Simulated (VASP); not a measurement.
A run of VASP 6.6.1:

The input INCAR:

```
SYSTEM = Si32O
PREC = Accurate
ENCUT = 520
EDIFF = 1E-6
ISMEAR = 0
SIGMA = 0.02
LREAL = Auto
LASPH = .True.
NELM = 60
ALGO = Normal
ISIF = 2
LWAVE = .False.
LCHARG = .False.
NBANDS = 89
```

KPOINTS

```
Automatic mesh
0
Gamma
  2 2 2
  0.5 0.5 0.5
```

File POSCAR:

```
Si32O
1.0
   -5.4019422754     -5.4019422754      5.4019422754
    5.4019422754     -5.4019422754     -5.4019422754
    5.4019422754      5.4019422754      5.4019422754
Si O
32 1
Direct
    0.2526288565      0.7452103882      0.7516022558
    0.0031517368      0.7445223949     -0.0004802902
    0.5105183209      0.5112837863      0.7599081572
    0.2420277621      0.4856336603     -0.0190646243
    0.0221052899      0.5340310675      0.2724043363
    0.7528043235      0.7455924730      0.2510913540
    0.4819828438      0.7252524741      0.4663762350
    0.0002269554     -0.0038433398      0.7511771310
    0.7519702716      0.2429767726      0.7514044566
    0.5022224159      0.2450114112      0.0001134777
    0.2702081817      0.2530329704      0.2617737154
   -0.0100680454      0.2344897327      0.4792770578
    0.7592153509      0.4997211859      0.5037000326
    0.7210738844     -0.0265959895     -0.0491376039
    0.5030912700     -0.0040485438      0.2527018858
    0.2614897435      0.0160945815      0.5106208766
    0.2696228367      0.7744782870      0.5182937650
    0.0055348611      0.7485277135      0.7517743236
    0.5140019753      0.5023160859      0.5082556162
    0.2424460376      0.4850643281      0.7310109584
    0.0030203951      0.4950291698      0.0031999601
    0.7624339154      0.7614914766      0.0096842945
    0.4916111400      0.7344356525      0.2259455836
    0.0025828673     -0.0035830631      0.5016882562
    0.7525827365      0.2474685829      0.5027164974
    0.5110530360      0.2616768984      0.7587292294
    0.2523844074      0.2467334770      0.0029896654
    0.0419146463      0.2942942407      0.2715984224
    0.7538956902      0.4957988004      0.2511769713
    0.7285788702     -0.0289803171      0.7060223537
    0.4991978556     -0.0062900524      0.0010384228
    0.2526091414     -0.0054333235      0.2515483192
   -0.1086364811      0.1736071865      0.0613758872
```

Potentials or basis: VASP PAW LDA potentials, release 64 (Si, O).

The run is started by

```sh
$ cat potpaw_LDA.64/Si/POTCAR potpaw_LDA.64/O/POTCAR > POTCAR
$ mpirun -np 1 vasp_std > vasp.out
```

Hardware: 1 thread of Intel(R) Xeon(R) 6975P-C (Granite Rapids), on a shared host.

Task: Estimate the wall time of this run.

Result: Run time: 3.4 min on 1 thread of Intel(R) Xeon(R) 6975P-C (Granite Rapids), on a shared host, peak memory 0.58 GiB. Counts: scf iterations 19, k points 4.
